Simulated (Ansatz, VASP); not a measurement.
**One calculation of Ga, two programs**

```
Ga
1.0
     2.23598   -3.79683    0.00000
     2.23598    3.79683    0.00000
     0.00000    0.00000    4.49206
Ga
4
Direct
  0.65599 0.34401 0.41664
  0.84401 0.15599 0.91664
  0.34401 0.65599 0.58336
  0.15599 0.84401 0.08336
```

Alike in both runs: functional PBEsol; k mesh 12 × 12 × 10; occupations gaussian, width 0.1 eV; no spin polarisation.

Ansatz relaxed the structure, and its values are those at the end. VASP's run is a single point on that final structure, the one shown.

|  | VASP | Ansatz |
| --- | --- | --- |
| version | VASP 6.6.1 | Ansatz 0.2.0 |
| potentials or method | VASP PAW PBE potentials, release 64 (Ga_d), cutoff 520 eV | scalar-relativistic, plane waves, PAW |
| valence electrons in the cell | 52 | 52 |

```tsv
	VASP	Ansatz	Ansatz less VASP
gap on the k mesh at the Fermi level (eV)	none	none	-
pressure (GPa)	0.0	0.0	-0.04
```

VASP's potentials were made for PBE, not for PBEsol. A gap of «none» marks a metal or a gap that the smearing closes.
